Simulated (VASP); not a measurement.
# Sr (P6_3/mmc) in VASP: further runs, part 2 of 2

VASP 6.6.1. The steps go on from the part before.

**3. Relaxation of cell and atoms, PBEsol, target pressure 36 GPa, at which the enthalpy is minimised**

This run uses another cell than the first one: it holds 4 atoms, not 2.

INCAR

```
  PREC = Accurate
  ENCUT = 600
  EDIFF = 1E-6
  ISMEAR = -1
  SIGMA = 0.08
  LREAL = F
  LASPH = T
  NELM = 80
  ALGO = Normal
  ISIF = 3
  LWAVE = F
  LCHARG = F
  GGA = PS
  IBRION = 2
  NSW = 60
  EDIFFG = -0.005
  PSTRESS = 360.0
```

KPOINTS

```
Automatic mesh
0
Gamma
  12 12 3
```

POSCAR

```
Sr
1.0
    3.1297190886      0.0000000000      0.0000000000
   -1.5648595443      2.7104162375      0.0000000000
    0.0000000000      0.0000000000     10.1715870381
Sr
4
Direct
    0.0000000000      0.0000000000      0.0000000000
    0.0000000000      0.0000000000      0.5000000000
    0.3333333333      0.6666666667      0.2500000000
    0.6666666667      0.3333333333      0.7500000000
```

Potentials or basis: VASP PAW PBE potentials, release 64 (Sr_sv).

The run is started by

```sh
$ cat potpaw_PBE.64/Sr_sv/POTCAR > POTCAR
$ mpirun -np 1 vasp_std > vasp.out
```

OUTCAR:

```text
PREC = Accurate
   ENCUT = 600
   EDIFF = 1E-6
   ISMEAR = -1
   LREAL = F
   LASPH = T
   NELM = 80
   ISIF = 3
   GGA = PS
   IBRION = 2
   NSW = 60
   EDIFFG = -0.005
   PSTRESS = 360.0

 ion  position               nearest neighbor table
   1  0.000  0.000  0.000-   3 3.12   4 3.12   4 3.12   3 3.12   4 3.12   3 3.12   3 4.42   4 4.42
                             3 4.42   4 4.42   3 4.42   4 4.42   2 5.09   2 5.09
   2  0.000  0.000  0.500-   3 3.12   4 3.12   4 3.12   3 3.12   4 3.12   3 3.12   3 4.42   4 4.42
                             3 4.42   4 4.42   3 4.42   4 4.42   1 5.09   1 5.09
   3  0.333  0.667  0.250-   1 3.12   2 3.12   1 3.12   2 3.12   1 3.12   2 3.12   1 4.42   2 4.42
                             1 4.42   2 4.42   1 4.42   2 4.42
   4  0.667  0.333  0.750-   1 3.12   2 3.12   1 3.12   2 3.12   1 3.12   2 3.12   1 4.42   2 4.42
                             1 4.42   2 4.42   1 4.42   2 4.42

  LATTYP: Found a hexagonal cell.
 ALAT       =     3.1297190886
 C/A-ratio  =     3.2500000000

  Lattice vectors:

 A1 = (   3.1297190886,   0.0000000000,   0.0000000000)
 A2 = (  -1.5648595443,   2.7104162375,   0.0000000000)
 A3 = (   0.0000000000,   0.0000000000,  10.1715870381)

Analysis of symmetry for initial positions (statically):
=====================================================================
 Subroutine PRICEL returns:
 Original cell was already a primitive cell.

 Routine SETGRP: Setting up the symmetry group for a
 hexagonal supercell.

 Subroutine GETGRP returns: Found 24 space group operations
 (whereof 12 operations were pure point group operations)
 out of a pool of 24 trial point group operations.

The static configuration has the point symmetry D_3d.
 The point group associated with its full space group is D_6h.

Analysis of symmetry for dynamics (positions and initial velocities):
=====================================================================
 Subroutine PRICEL returns:
 Original cell was already a primitive cell.

 Routine SETGRP: Setting up the symmetry group for a
 hexagonal supercell.

[... 135 lines left out ...]
   LHFCALC =     F    Hartree Fock is set to
   AEXX    =    0.0000 exact exchange contribution
   IVDW    =     0    specifies the selected vdW correction
   LEPSILON=     F    determine dielectric tensor
   LRPA    =     F    only Hartree local field effects (RPA)
 conjugate gradient relaxation of ions
 non-spin polarized calculation
  energy-cutoff  :      600.00
  volume of cell :       86.28
 maximum number of plane-waves:      2902
 NGX is ok and might be reduce to    28

--------------------------------------- Ionic step        1  -------------------------------------------

 number of electron      40.0000000 magnetization

 Free energy of the ion-electron system (eV)
  ---------------------------------------------------
  ext. energy  EPLUGINS =         0.00000000
  ---------------------------------------------------
  free energy    TOTEN  =         0.61975943 eV

  energy without entropy =        0.69877646  energy(sigma->0) =        0.65926794

------------------------ aborting loop because EDIFF is reached ----------------------------------------

  FORCE on cell =-STRESS in cart. coord.  units (eV):
  Direction    XX          YY          ZZ          XY          YZ          ZX
  --------------------------------------------------------------------------------------
  -------------------------------------------------------------------------------------
  Total       19.6268552     19.6268552     19.2956902     -0.0000000     -0.0000000      0.0000000
  in kB      364.4443583    364.4443583    358.2950698     -0.0000000     -0.0000000      0.0000000
  external PRESSURE =       2.3945954 kB  Pullay stress =     360.0000000 kB
[... 227 lines left out ...]
--------------------------------------- Ionic step        7  -------------------------------------------

 number of electron      40.0000000 magnetization

 Free energy of the ion-electron system (eV)
  ---------------------------------------------------
  ext. energy  EPLUGINS =         0.00000000
  ---------------------------------------------------
  free energy    TOTEN  =         0.57472990 eV

  energy without entropy =        0.65304311  energy(sigma->0) =        0.61388650

 E-fermi :   5.8591     XC(G=0): -11.0377

 val. band max:        5.8391953147   @ k =   0.2500   0.0833   0.0000
 cond. band min:       5.8775860223   @ k =   0.3333   0.1667   0.0000
 fundamental gap:      0.0383907076
 Fermi energy:         5.8590926760

 k-point     1 :       0.0000    0.0000    0.0000
  band No.  band energies     occupation
      1     -29.8884      2.00000
      2     -29.6159      2.00000
      3     -29.5380      2.00000
      4     -29.2385      2.00000
      5     -13.4102      2.00000
      6     -12.0132      2.00000
[... 637 lines left out ...]
     23       7.4605      0.00000
     24       8.1325      0.00000

 [... further k-points ...]

------------------------ aborting loop because EDIFF is reached ----------------------------------------

  FORCE on cell =-STRESS in cart. coord.  units (eV):
  Direction    XX          YY          ZZ          XY          YZ          ZX
  --------------------------------------------------------------------------------------
  -------------------------------------------------------------------------------------
  Total       19.4426064     19.4426064     19.4505340      0.0000000     -0.0000000      0.0000000
  in kB      360.2055460    360.2055460    360.3524170      0.0000000     -0.0000000      0.0000000
  external PRESSURE =       0.2545030 kB  Pullay stress =     360.0000000 kB
[... 23 lines left out ...]
  energy  without entropy=        0.6530431053  energy(sigma->0) =        0.61388650

  enthalpy is  TOTEN    =        20.0062416944 eV   P V=       19.4315117922

 reached required accuracy - stopping structural energy minimisation
```

Run time: 5.7 min. Hardware: 1 thread of Intel Xeon Platinum 8559C (Emerald Rapids), shared host; peak memory 0.28 GiB.

Results:

| Property | Result |
| --- | --- |
| Free energy | 0.5747 eV |
| Relaxed volume | 21.62 Å³/atom |
| Relaxed cell | a = 3.141 Å, b = 3.141 Å, c = 10.124 Å, α = 90.00°, β = 90.00°, γ = 120.00° |
| Space group after relaxing (to 0.1 Å) | P6_3/mmc (No. 194) |
| Energy change on relaxing (the run minimises the enthalpy) | -11.3 meV/atom |
| Ionic steps | 7 |
| Pressure after relaxing | 36.0 GPa |
| Band gap on the k mesh | zero (bands 20 and 21 overlap by 1.30 eV) |

The path:
```csv
step,energy change (eV),largest force (eV/Å),pressure (GPa),volume (Å³)
1,0.0000,0.0000,36.24,86.28
2,-0.0912,0.0000,35.82,86.69
3,-0.0882,0.0000,35.83,86.67
4,-0.0555,0.0000,35.99,86.53
5,-0.0492,0.0000,35.98,86.50
6,-0.0366,0.0000,36.06,86.44
7,-0.0450,0.0000,36.03,86.48
```

Final structure:
```
Sr
1.0
     3.14057    0.00000    0.00000
    -1.57028    2.71981    0.00000
     0.00000    0.00000   10.12438
Sr
4
Direct
  0.00000 0.00000 0.00000
  0.00000 0.00000 0.50000
  0.33333 0.66667 0.25000
  0.66667 0.33333 0.75000
```

Levels at points of the mesh, in eV from the Fermi level:
```
           k point  band 17  band 18  band 19  band 20  band 21  band 22  band 23  band 24
(0.00, 0.00, 0.00)    -3.59    -1.68    -1.66    -1.62     2.27     2.35     2.86     2.86
(0.50, 0.00, 0.00)    -2.25    -2.01    -1.47    -0.70    -0.03     0.56     0.63     1.92
```

Caveat: the cell is relaxed towards a set pressure, so the run minimises the enthalpy, not the energy; the PAW data sets were made with another functional, which shifts forces and pressure a little.
